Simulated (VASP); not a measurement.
A run of VASP 6.6.1 is set up as follows.

Contents of INCAR:

```
PREC = Accurate ; ENCUT = 520
EDIFF = 1E-6 ; ISMEAR = 0
SIGMA = 0.1 ; LREAL = False
LASPH = True ; NELM = 80
ALGO = Normal ; ISIF = 2
LWAVE = False ; LCHARG = True
GGA = PE ; LELF = True
LVHAR = True ; NBANDS = 20
```

KPOINTS

```
Automatic mesh
0
Gamma
  8 8 8
```

The input POSCAR:

```
Se3Br
1.0
   -1.9012420000      1.9012420000      8.4819000000
    1.9012420000     -1.9012420000      8.4819000000
    1.9012420000      1.9012420000     -8.4819000000
Se Br
3 1
Direct
    0.2500000000      0.7500000000      0.5000000000
    0.7500000000      0.2500000000      0.5000000000
    0.5000000000      0.5000000000      0.0000000000
    0.0000000000      0.0000000000      0.0000000000
```

Potentials or basis: VASP PAW PBE potentials, release 64 (Se, Br).

Run with:

```console
$ cat potpaw_PBE.64/Se/POTCAR potpaw_PBE.64/Br/POTCAR > POTCAR
$ mpirun -np 1 vasp_std > vasp.out
```

Problem. What does it give for the pressure?

Solution. 0.2 GPa.

Problem. What does it give for the band gap on the k mesh?

Solution. Zero (an odd number of electrons rules out a gap without spin polarisation).

Caveat: an odd number of electrons without spin polarisation forces a metal; a magnetic or distorted state may lie lower.
